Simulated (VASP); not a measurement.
# In2O (Fm-3m) in VASP: vibrations by perturbation theory with PBE

Aim: the vibrations by perturbation theory of In2O with PBE.

Program: VASP 6.6.1. These are calculated values, not measurements. Logs are shortened: lines on timing, memory, paths and dates and some standing lists are left out, and cuts for length are marked.

**1. The cell of the first run**

It takes space group Fm-3m (No. 225, cubic). The conventional cell has a = 6.408 Å, b = 6.408 Å, c = 6.408 Å, α = 90.00°, β = 90.00°, γ = 90.00°. Within 3.7 Å of In (site symmetry -43m) lie 4 O at 2.77 Å and 6 In at 3.20 Å. O (site symmetry m-3m) has 8 In at 2.77 Å within 3.7 Å.

**2. Vibrations by perturbation theory, PBE**

INCAR

```
PREC = Accurate
ENCUT = 520
EDIFF = 1E-8
ISMEAR = -1
SIGMA = 0.15
LREAL = False
LASPH = True
NELM = 80
ALGO = Normal
ISIF = 2
LWAVE = False
LCHARG = False
GGA = PE
IBRION = 8
NSW = 1
```

KPOINTS

```
Automatic mesh
0
Gamma
  12 12 12
```

POSCAR

```
In2O
1.0
    0.0000000000      3.2040585966      3.2040585966
    3.2040585966      0.0000000000      3.2040585966
    3.2040585966      3.2040585966      0.0000000000
In O
2 1
Direct
    0.2500000000      0.2500000000      0.2500000000
    0.7500000000      0.7500000000      0.7500000000
    0.0000000000      0.0000000000      0.0000000000
```

Potentials or basis: VASP PAW PBE potentials, release 64 (In_d, O).

On the command line:

```console
$ cat potpaw_PBE.64/In_d/POTCAR potpaw_PBE.64/O/POTCAR > POTCAR
$ mpirun -np 1 vasp_std > vasp.out
```

OUTCAR:

```text
PREC = Accurate
   ENCUT = 520
   EDIFF = 1E-8
   ISMEAR = -1
   LREAL = False
   LASPH = True
   NELM = 80
   ISIF = 2
   GGA = PE
   IBRION = 8
   NSW = 1

 ion  position               nearest neighbor table
   1  0.250  0.250  0.250-   3 2.77   3 2.77   3 2.77   3 2.77   2 3.20   2 3.20   2 3.20   2 3.20
                             2 3.20   2 3.20
   2  0.750  0.750  0.750-   3 2.77   3 2.77   3 2.77   3 2.77   1 3.20   1 3.20   1 3.20   1 3.20
                             1 3.20   1 3.20
   3  0.000  0.000  0.000-   1 2.77   2 2.77   2 2.77   2 2.77   2 2.77   1 2.77   1 2.77   1 2.77

  LATTYP: Found a face centered cubic cell.
 ALAT       =     6.4081171932

  Lattice vectors:

 A1 = (   0.0000000000,   3.2040585966,   3.2040585966)
 A2 = (   3.2040585966,   0.0000000000,   3.2040585966)
 A3 = (   3.2040585966,   3.2040585966,   0.0000000000)

Analysis of symmetry for initial positions (statically):
=====================================================================
 Subroutine PRICEL returns:
 Original cell was already a primitive cell.

 Routine SETGRP: Setting up the symmetry group for a
 face centered cubic supercell.

 Subroutine GETGRP returns: Found 48 space group operations
 (whereof 48 operations were pure point group operations)
 out of a pool of 48 trial point group operations.

The static configuration has the point symmetry O_h .

Analysis of symmetry for dynamics (positions and initial velocities):
=====================================================================
 Subroutine PRICEL returns:
 Original cell was already a primitive cell.

 Routine SETGRP: Setting up the symmetry group for a
 face centered cubic supercell.

 Subroutine GETGRP returns: Found 48 space group operations
 (whereof 48 operations were pure point group operations)
 out of a pool of 48 trial point group operations.

The dynamic configuration has the point symmetry O_h .

 Subroutine INISYM returns: Found 48 space group operations
 (whereof 48 operations are pure point group operations),
 and found     1 'primitive' translations

----------------------------------------------------------------------------------------

                                     Primitive cell

  volume of cell :      65.7857

  direct lattice vectors                    reciprocal lattice vectors
     0.000000000  3.204058597  3.204058597    -0.156052077  0.156052077  0.156052077
     3.204058597  0.000000000  3.204058597     0.156052077 -0.156052077  0.156052077
     3.204058597  3.204058597  0.000000000     0.156052077  0.156052077 -0.156052077

  length of vectors
     4.531223122  4.531223122  4.531223122     0.270290127  0.270290127  0.270290127

  position of ions in fractional coordinates (direct lattice)
     0.250000000  0.250000000  0.250000000
     0.750000000  0.750000000  0.750000000
     0.000000000  0.000000000  0.000000000

  ion indices of the primitive-cell ions
   primitive index   ion index
                 1           1
                 2           2
                 3           3

----------------------------------------------------------------------------------------

 KPOINTS: Automatic mesh

Automatic generation of k-mesh.
 Grid dimensions read from file:
 generate k-points for:   12   12   12

 Generating k-lattice:

  Cartesian coordinates                     Fractional coordinates (reciprocal lattice)
    -0.013004340  0.013004340  0.013004340     0.083333333  0.000000000  0.000000000
     0.013004340 -0.013004340  0.013004340     0.000000000  0.083333333  0.000000000
     0.013004340  0.013004340 -0.013004340     0.000000000  0.000000000  0.083333333

[... 87 lines left out ...]
 non-spin polarized calculation
  energy-cutoff  :      520.00
  volume of cell :       65.79
 maximum number of plane-waves:      1807
 NGX is ok and might be reduce to    36
   NGX = 17   NGY = 17   NGZ = 17

--------------------------------------- Ionic step        1  -------------------------------------------

 number of electron      32.0000006 magnetization

 Free energy of the ion-electron system (eV)
  ---------------------------------------------------
  ext. energy  EPLUGINS =         0.00000000
  ---------------------------------------------------
  free energy    TOTEN  =       -10.64822749 eV

  energy without entropy =      -10.55293620  energy(sigma->0) =      -10.60058184

 E-fermi :   5.8066     XC(G=0):  -9.8371

 val. band max:        5.7878705431   @ k =  -0.4167   0.4167   0.0833
 cond. band min:       5.8243692714   @ k =   0.5000   0.4167   0.0000
 fundamental gap:      0.0364987283
 Fermi energy:         5.8065604812

 k-point     1 :       0.0000    0.0000    0.0000
  band No.  band energies     occupation
      1     -11.2116      2.00000
      2      -8.8507      2.00000
      3      -8.8507      2.00000
      4      -8.6707      2.00000
      5      -8.6707      2.00000
      6      -8.6707      2.00000
[... 541 lines left out ...]
     19       9.2789      0.00000
     20      11.0125      0.00000

 [... further k-points ...]

------------------------ aborting loop because EDIFF is reached ----------------------------------------

  FORCE on cell =-STRESS in cart. coord.  units (eV):
  Direction    XX          YY          ZZ          XY          YZ          ZX
  --------------------------------------------------------------------------------------
  -------------------------------------------------------------------------------------
  Total       -0.0237236     -0.0237236     -0.0237236      0.0000000      0.0000000      0.0000000
  in kB       -0.5777753     -0.5777753     -0.5777753      0.0000000      0.0000000      0.0000000
  external PRESSURE =      -0.5777753 kB  Pullay stress =       0.0000000 kB

 VOLUME and BASIS-vectors are now :
 -----------------------------------------------------------------------------
  energy-cutoff  :      520.00
  volume of cell :       65.79
      direct lattice vectors                 reciprocal lattice vectors
     0.000000000  3.204058597  3.204058597    -0.156052077  0.156052077  0.156052077
     3.204058597  0.000000000  3.204058597     0.156052077 -0.156052077  0.156052077
     3.204058597  3.204058597  0.000000000     0.156052077  0.156052077 -0.156052077

 POSITION                                       TOTAL-FORCE (eV/Angst)
 -----------------------------------------------------------------------------------
      1.60203      1.60203      1.60203         0.000000      0.000000      0.000000
      4.80609      4.80609      4.80609        -0.000000     -0.000000     -0.000000
      0.00000      0.00000      0.00000        -0.000000      0.000000     -0.000000
 -----------------------------------------------------------------------------------
    total drift:                                0.000000      0.000000      0.000000

  FREE ENERGIE OF THE ION-ELECTRON SYSTEM (eV)
  ---------------------------------------------------
  free  energy   TOTEN  =       -10.6482274878 eV

  energy  without entropy=      -10.5529361968  energy(sigma->0) =      -10.60058184

[... ionic steps 2 to 9 ...]

--------------------------------------- Ionic step       10  -------------------------------------------

 Free energy of the ion-electron system (eV)
  ---------------------------------------------------
  ---------------------------------------------------
  free energy    TOTEN  =        -0.36887411 eV

  energy without entropy =       -0.36887408

------------------------ aborting loop because EDIFF is reached ----------------------------------------

 INTERNAL STRAIN TENSOR  FOR ION    3  DIRECTION 1   (eV/Angst):
 -----------------------------------------------------------------------------
     0.05823 -0.00000  0.00000
    -0.00000 -0.01936  0.00000
     0.00000  0.00000 -0.01936

 INTERNAL STRAIN TENSOR FOR ION    3 for displacements in x,y,z  (eV/Angst):
          X           Y           Z          XY          YZ          ZX
  --------------------------------------------------------------------------------
  x     0.00000     0.00000     0.00000     0.00000     0.00000     0.00000
  y     0.00000     0.00000     0.00000     0.00000     0.00000     0.00000
  z     0.00000     0.00000     0.00000     0.00000     0.00000     0.00000

 SECOND DERIVATIVES (NOT SYMMETRIZED)
 ------------------------------------
               1X          1Y          1Z          2X          2Y          2Z          3X          3Y          3Z
  1X    -1.780891    0.000000    0.000000    2.257358    0.000000    0.000000   -0.476468    0.000000    0.000000
  1Y     0.000000   -1.780891    0.000000    0.000000    2.257358    0.000000    0.000000   -0.476468   -0.000000
  1Z     0.000000    0.000000   -1.780891    0.000000    0.000000    2.257358    0.000000   -0.000000   -0.476468
  2X     2.257358    0.000000    0.000000   -1.780891    0.000000    0.000000   -0.476468    0.000000    0.000000
  2Y     0.000000    2.257358    0.000000    0.000000   -1.780891    0.000000    0.000000   -0.476468   -0.000000
  2Z     0.000000    0.000000    2.257358    0.000000    0.000000   -1.780891    0.000000   -0.000000   -0.476468
  3X    -0.483137    0.000000    0.000000   -0.483137    0.000000    0.000000    0.966275    0.000000    0.000000
  3Y     0.000000   -0.483137    0.000000    0.000000   -0.483137    0.000000    0.000000    0.966275    0.000000
  3Z     0.000000    0.000000   -0.483137    0.000000    0.000000   -0.483137    0.000000    0.000000    0.966275

 Eigenvectors and eigenvalues of the dynamical matrix
 ----------------------------------------------------

   1 f  =    2.931828 THz    18.421219 2PiTHz   97.795258 cm-1    12.125061 meV
             X         Y         Z           dx          dy          dz
      1.602029  1.602029  1.602029     0.022930   -0.208950   -0.675140
      4.806088  4.806088  4.806088    -0.022930    0.208950    0.675140
      0.000000  0.000000  0.000000     0.000000    0.000000    0.000000
[... 43 lines left out ...]
   9 f/i=    3.971661 THz    24.954681 2PiTHz  132.480345 cm-1    16.425462 meV
             X         Y         Z           dx          dy          dz
      1.602029  1.602029  1.602029    -0.080185   -0.160371    0.000000
      4.806088  4.806088  4.806088    -0.080185   -0.160371   -0.000000
      0.000000  0.000000  0.000000     0.432597    0.865195    0.000000

--------------------------------------------------------------------------------------------------------

 ELASTIC MODULI CONTR FROM IONIC RELAXATION (kBar)
 Direction    XX          YY          ZZ          XY          YZ          ZX
 --------------------------------------------------------------------------------
 XX          -0.0000     -0.0000     -0.0000     -0.0000     -0.0000     -0.0000
 YY          -0.0000     -0.0000     -0.0000     -0.0000     -0.0000     -0.0000
 ZZ          -0.0000     -0.0000     -0.0000     -0.0000     -0.0000     -0.0000
 XY          -0.0000     -0.0000     -0.0000     -0.0033      0.0000     -0.0000
 YZ          -0.0000     -0.0000     -0.0000     -0.0000     -0.0033     -0.0000
 ZX          -0.0000     -0.0000     -0.0000     -0.0000     -0.0000     -0.0033
 --------------------------------------------------------------------------------
```

Run time: 18 min. Hardware: 1 thread of Oxide Virtual Turin-like, shared host; peak memory 0.79 GiB.

Results:

```yaml
Highest_phonon_frequency_at_Γ_LO-TO_splitting_left_out: 98 cm⁻¹
Most_unstable_mode: 132i cm⁻¹
```

Phonon frequencies in cm⁻¹ (negative: imaginary):
```csv
q point,frequencies
"(0.000, 0.000, 0.000)",-132 -132 -132 0 0 0 98 98 98
```

Caveat: some modes are imaginary; spin-orbit coupling is left out, which moves the levels of the heavy elements.
